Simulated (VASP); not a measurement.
Ir, 1 atom in the cell. Symmetry: I4/mmm, No. 139, tetragonal system. The conventional cell has a = 2.981 Å, b = 2.981 Å, c = 2.865 Å, α = 90.00°, β = 90.00°, γ = 90.00°. Within 3.4 Å of Ir (site symmetry 4/mmm) lie 14 Ir at 2.55 to 2.98 Å.  This cell differs from its parent crystal: volume 12.729 Å^3 an atom, c/a of the conventional cell 0.6797.

- Program: VASP 6.6.1
- Task: single point
- Functional: LDA
- Potentials or basis: VASP PAW LDA potentials, release 64 (Ir)
- Cutoff: 520 eV
- k mesh: 22 × 22 × 22
- Occupations: gaussian, width 0.15 eV
- Spin: no spin polarisation
- Dipole correction: no
- Further INCAR settings: ALGO = Normal; EDIFF = 1e-07; NBANDS = 10

Potentials or basis: VASP PAW LDA potentials, release 64 (Ir).

Command:

```sh
$ cat potpaw_LDA.64/Ir/POTCAR > POTCAR
$ mpirun -np 1 vasp_std > vasp.out
```

Hardware: 1 thread of Intel(R) Xeon(R) 6975P-C (Granite Rapids) (shared host).

**Question.** How long does it take, and how much memory?

**Answer.** Wall time 51 s on 1 thread of Intel(R) Xeon(R) 6975P-C (Granite Rapids), with other jobs on the host, peak memory 0.22 GiB. Counts: scf iterations 12, k points 834.
